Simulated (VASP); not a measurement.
Wanted: the native input for a VASP 6.6.1 run.

| Quantity | Value |
| --- | --- |
| Task | relaxation of cell and atoms |
| Functional | PBEsol |
| Potentials or basis | VASP PAW PBE potentials, release 64 (Zr_sv) |
| Cutoff | 600 eV |
| k mesh | 9 × 9 × 4 |
| Occupations | gaussian, width 0.1 eV |
| Spin | no spin polarisation |
| Target pressure | 5.34 GPa |
| Dipole correction | no |
| Further INCAR settings | ALGO = Fast; EDIFF = 1e-07; IBRION = 2; EDIFFG = -0.05; NSW = 80; ISIF = 3 |

The structure of Zr lies in POSCAR:

```
Zr
1.0
    3.2320000000      0.0000000000      0.0000000000
   -1.6160000000      2.7989941050      0.0000000000
    0.0000000000      0.0000000000      5.1470000000
Zr
2
Direct
    0.3333333333      0.6666666667      0.2500000000
    0.6666666667      0.3333333333      0.7500000000
```

The input as run:

INCAR

```
PREC = Accurate ; ENCUT = 600
EDIFF = 1E-7 ; ISMEAR = 0
SIGMA = 0.1 ; LREAL = F
LASPH = T ; NELM = 60
ALGO = Fast ; ISIF = 3
LWAVE = F ; LCHARG = F
GGA = PS ; IBRION = 2
NSW = 80 ; EDIFFG = -0.05
PSTRESS = 53.4
```

KPOINTS

```
Automatic mesh
0
Gamma
  9 9 4
```

Potentials or basis: VASP PAW PBE potentials, release 64 (Zr_sv).

The run is started by

```bash
$ cat potpaw_PBE.64/Zr_sv/POTCAR > POTCAR
$ mpirun -np 1 vasp_std > vasp.out
```

It gave:

```yaml
Relaxed_volume: 21.47 Å³/atom
Relaxed_cell: a = 3.140 Å, b = 3.140 Å, c = 5.029 Å, α = 90.00°, β = 90.00°, γ = 120.00°
Space_group_after_relaxing_to_0.05_Å: P6_3/mmc (No. 194)
Energy_change_on_relaxing_the_enthalpy_is_what_falls: +9.7 meV/atom
Ionic_steps: 5
Pressure_after_relaxing: 5.3 GPa
Band_gap_on_the_k_mesh: zero (band 12 reaches 10.66 eV, above the bottom of band 13 at 9.75 eV)
```

Caveat: the cell is relaxed towards a set pressure, so the enthalpy falls and the energy may rise; the PAW data sets were made with another functional, which shifts forces and pressure a little.

It took 2 min on 1 thread of Intel(R) Xeon(R) 6975P-C (Granite Rapids) (shared host), peak memory 0.2 GiB.
